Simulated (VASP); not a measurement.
Li2SnHgTe4, 8 atoms in the cell. The structure is tetragonal, space group I-4 (No. 82). The conventional cell has a = 6.517 Å, b = 6.517 Å, c = 12.838 Å, α = 90.00°, β = 90.00°, γ = 90.00°. Li (site symmetry -4) has 4 Te at 2.81 Å within 3.7 Å. Li (site symmetry -4) has 4 Te at 2.75 Å within 3.6 Å. Within 3.8 Å of Hg (site symmetry -4) lie 4 Te at 2.87 Å. Within 3.7 Å of Sn (site symmetry -4) lie 4 Te at 2.80 Å. Te (site symmetry 1) has 2 Li at 2.75 to 2.81 Å and 1 Sn at 2.80 Å and 1 Hg at 2.87 Å within 3.6 Å. 

| Quantity | Value |
| --- | --- |
| Program | VASP 6.6.1 |
| Task | single point |
| Functional | PBE |
| Potentials or basis | VASP PAW PBE potentials, release 64 (Li_sv, Hg, Sn_d, Te) |
| Cutoff | 520 eV |
| k mesh | 4 × 4 × 4 |
| Occupations | gaussian, width 0.01 eV |
| Spin | no spin polarisation |
| Dipole correction | no |
| Further INCAR settings | ALGO = Normal; EDIFF = 1e-07; NBANDS = 38 |

Potentials or basis: VASP PAW PBE potentials, release 64 (Li_sv, Hg, Sn_d, Te).

The run is started by

```console
$ cat potpaw_PBE.64/Li_sv/POTCAR potpaw_PBE.64/Hg/POTCAR potpaw_PBE.64/Sn_d/POTCAR potpaw_PBE.64/Te/POTCAR > POTCAR
$ mpirun -np 1 vasp_std > vasp.out
```

Hardware: 1 thread of Intel(R) Xeon(R) Platinum 8488C (Sapphire Rapids) (shared host).

How long does it take, and how much memory?

Run time: 4.6 min on 1 thread of Intel(R) Xeon(R) Platinum 8488C (Sapphire Rapids), with other jobs on the host, peak memory 0.57 GiB. Counts: scf iterations 17, k points 14.
